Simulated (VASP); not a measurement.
Input of a VASP 6.6.1 run:

INCAR

```
SYSTEM = Zn
PREC     = Accurate       ! precision mode
ENCUT    = 520            ! plane-wave cutoff, eV
EDIFF    = 1E-6           ! SCF threshold, eV
ISMEAR   = -1             ! smearing method
SIGMA    = 0.03           ! smearing width, eV
LREAL    = .False.        ! projectors in reciprocal space
LASPH    = .True.         ! aspherical terms in the spheres
NELM     = 80             ! most SCF steps
ALGO     = Normal         ! electronic algorithm
ISIF     = 2              ! what is computed and relaxed
LWAVE    = .False.        ! write WAVECAR
LCHARG   = .False.        ! write CHGCAR
GGA      = PS             ! functional
NBANDS   = 19             ! bands
```

Contents of KPOINTS:

```
Automatic mesh
0
Gamma
  16 16 8
  0 0 0
```

The input POSCAR:

```
Zn
1.0
    2.6647980532      0.0133239903      0.0133239903
   -1.3208601126      2.3011208149      0.0048769189
    0.0247335000      0.0247335000      4.9467000000
Zn
2
Direct
    0.3333333333      0.6666666667      0.2500000000
    0.6666666667      0.3333333333      0.7500000000
```

Potentials or basis: VASP PAW PBE potentials, release 64 (Zn).

Run with:

```console
$ cat potpaw_PBE.64/Zn/POTCAR > POTCAR
$ mpirun -np 1 vasp_std > vasp.out
```

Problem. What does it give for the band gap on the k mesh?

Solution. Zero (band 12 reaches 4.23 eV, above the bottom of band 13 at -0.10 eV).

Problem. What does it give for the pressure?

Solution. -5.1 GPa.

Problem. What does it give for the largest force?

Solution. 0.004 eV/Å.

Stress tensor (GPa, compression positive):
```
-5.22 -0.79 -0.53
-0.79 -5.25 -0.54
-0.53 -0.54 -4.83
```

Caveat: the cell differs from its parent crystal (equal xy, yz and zx shear strains of +1 %); the PAW data sets were made with another functional, which shifts forces and pressure a little.
